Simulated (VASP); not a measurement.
**MnS: single point with PBEsol**

Crystal: MnS.

```
Mn S
1.0
     3.95358    0.00000    0.00000
    -1.97679    3.42390    0.00000
     0.00000    0.00000    6.34253
Mn S
2 2
Direct
  0.66667 0.33333 0.49884
  0.33333 0.66667 0.99884
  0.33333 0.66667 0.62615
  0.66667 0.33333 0.12615
```

```yaml
Program: VASP 6.6.1
Task: single point
Functional: PBEsol
Potentials_or_basis: VASP PAW PBE potentials, release 64 (Mn_pv, S)
Cutoff: 520 eV
k_mesh: 8 × 8 × 4
Occupations: fermi-dirac, width 0.05 eV
Spin: collinear spin, antiferromagnetic start
Starting_moments: "[4.0, -4.0, 0.0, 0.0] μB"
Dipole_correction: no
Further_INCAR_settings: ALGO = Normal; EDIFF = 1e-06; NBANDS = 31
```

The pressure is -3.6 GPa, the largest force is 0.183 eV/Å and the band gap on the k mesh is 0.77 eV, indirect (least direct gap 1.44 eV). The net moment is 0.00 μB per cell, the site moments are Mn +4.13, -4.13; S +0.03, -0.03 μB and the valence electrons inside the program's atomic spheres are Mn 11.42; S 3.73.

Forces in eV/Å, atoms in the order of the input:
```
Mn   0.000  0.000 -0.183
Mn   0.000  0.000 -0.183
S    0.000  0.000  0.183
S    0.000  0.000  0.183
```

Stress tensor (GPa, compression positive):
```
-2.96  0.00  0.00
 0.00 -2.96  0.00
 0.00  0.00 -4.83
```

Levels at points of the mesh, in eV from the valence-band top:
Spin up:
```csv
k point,band 17,band 18,band 19,band 20,band 21,band 22
"(0.00, 0.00, 0.00)",-0.85,-0.02,-0.02,1.43,1.43,1.83
"(0.50, 0.00, 0.00)",-2.16,-1.67,-0.95,1.05,1.39,1.50
"(0.00, 0.00, 0.50)",-0.83,0.00,0.00,1.52,1.52,2.12
"(0.50, 0.00, 0.50)",-2.08,-0.96,-0.89,1.06,1.33,1.59
```
Spin down:
| k point | band 15 | band 16 | band 17 | band 18 | band 19 | band 20 | band 21 | band 22 | band 23 | band 24 |
| --- | --- | --- | --- | --- | --- | --- | --- | --- | --- | --- |
| (0.00, 0.00, 0.00) | -2.32 | -2.32 | -0.85 | -0.02 | -0.02 | 1.43 | 1.43 | 1.83 | 2.63 | 3.08 |
| (0.50, 0.00, 0.00) | -2.29 | -2.21 | -2.16 | -1.67 | -0.95 | 1.05 | 1.39 | 1.50 | 1.88 | 2.19 |
| (0.00, 0.00, 0.50) | -2.22 | -2.22 | -0.83 | 0.00 | 0.00 | 1.52 | 1.52 | 2.12 | 2.85 | 2.85 |
| (0.50, 0.00, 0.50) | -2.26 | -2.23 | -2.08 | -0.96 | -0.89 | 1.06 | 1.33 | 1.59 | 1.90 | 2.03 |

It took 4 min on 1 thread of Intel Xeon 8259CL (shared host), peak memory 0.3 GiB.

Caveat: the PAW data sets were made with another functional, which shifts forces and pressure a little. A k mesh can miss the band edges.
